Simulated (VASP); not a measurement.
Input of a VASP 6.6.1 run:

File INCAR:

```
  PREC = Accurate
  ENCUT = 520
  EDIFF = 1E-7
  ISMEAR = 0
  SIGMA = 0.15
  LREAL = False
  LASPH = True
  NELM = 150
  ALGO = Fast
  ISIF = 2
  LWAVE = False
  LCHARG = True
  ISPIN = 2
  MAGMOM = 0.6 1.32 1.32 1.32
  LORBIT = 11
  NUPDOWN = 4.56
  LMAXMIX = 4
  GGA = PS
  LELF = True
  LVHAR = True
  NBANDS = 32
```

Contents of KPOINTS:

```
regular mesh
0
Gamma
  12 12 12
```

The input POSCAR:

```
TiCo3
1.0
    3.4529205823      0.0000000000      0.0000000000
    0.0000000000      3.4529205823      0.0000000000
    0.0000000000      0.0000000000      3.4529205823
Ti Co
1 3
Direct
    0.0000000000      0.0000000000      0.0000000000
    0.0000000000      0.5000000000      0.5000000000
    0.5000000000      0.0000000000      0.5000000000
    0.5000000000      0.5000000000      0.0000000000
```

Potentials or basis: VASP PAW PBE potentials, release 64 (Ti_sv, Co).

Launch:

```bash
$ cat potpaw_PBE.64/Ti_sv/POTCAR potpaw_PBE.64/Co/POTCAR > POTCAR
$ mpirun -np 1 vasp_std > vasp.out
```

Question: Predict the pressure.

Answer: 32.9 GPa.

Caveat: the cell stands under pressure; the PAW data sets were made with another functional, which shifts forces and pressure a little; the total moment is fixed, so each spin has its own Fermi level and the state may be an excited one.
